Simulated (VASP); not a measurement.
C:

```xyz
2
Lattice="0.0000 1.7801 1.7089 1.7801 0.0000 1.7089 1.7801 1.7801 0.0000" Properties=species:S:1:pos:R:3 pbc="T T T"
C     0.0000    0.0000    0.0000
C     0.8901    0.8901    0.8545
```

This cell differs from its parent crystal: uniaxial z strain -4.0%.

Base run:

- Program: VASP 6.6.1
- Functional: r2SCAN
- Potentials or basis: VASP PAW PBE potentials, release 64 (C)
- Cutoff: 520 eV
- k mesh: 12 × 12 × 12
- Occupations: gaussian, width 0.01 eV
- Spin: no spin polarisation

Its results: band gap on the k mesh 3.35 eV, indirect (least direct gap 5.19 eV); pressure 21.2 GPa.

Problem. The run is repeated on the same cell with these changes: functional from r2SCAN to PBE; k mesh from 12 × 12 × 12 to 6 × 6 × 6. What comes out?

Solution. Band gap on the k mesh 3.21 eV, indirect (least direct gap 4.98 eV); pressure 24.9 GPa.

Several settings changed at once, so the effect can't be laid on one alone.

Caveats: some runs use coarse meshes; the PAW data sets were made with another functional, which shifts forces and pressure a little (some runs).

A k mesh can miss the band edges.
